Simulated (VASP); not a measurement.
Input of a VASP 6.6.1 run:

Contents of INCAR:

```
ALGO = Normal
EDIFF = 1E-7
ENCUT = 520
ISIF = 2
ISMEAR = -1
LASPH = True
LCHARG = False
LREAL = False
LWAVE = False
NBANDS = 12
NELM = 60
PREC = Accurate
SIGMA = 0.1
```

File KPOINTS:

```
k-points
0
Gamma
  12 12 12
```

POSCAR

```
Sc
1.0
    2.7353737257      0.0000000000      0.0000000000
    0.0000000000      2.7353737257      0.0000000000
    0.0000000000      0.0000000000      2.7353737257
Sc
1
Direct
    0.0000000000      0.0000000000      0.0000000000
```

Potentials or basis: VASP PAW LDA potentials, release 64 (Sc_sv).

Command:

```console
$ cat potpaw_LDA.64/Sc_sv/POTCAR > POTCAR
$ mpirun -np 1 vasp_std > vasp.out
```

(1) Estimate the band gap on the k mesh.

(2) What does it give for the pressure?

Results:

(1) zero (an odd number of electrons rules out a gap without spin polarisation).

(2) 6.1 GPa.

Caveat: the cell stands under pressure.
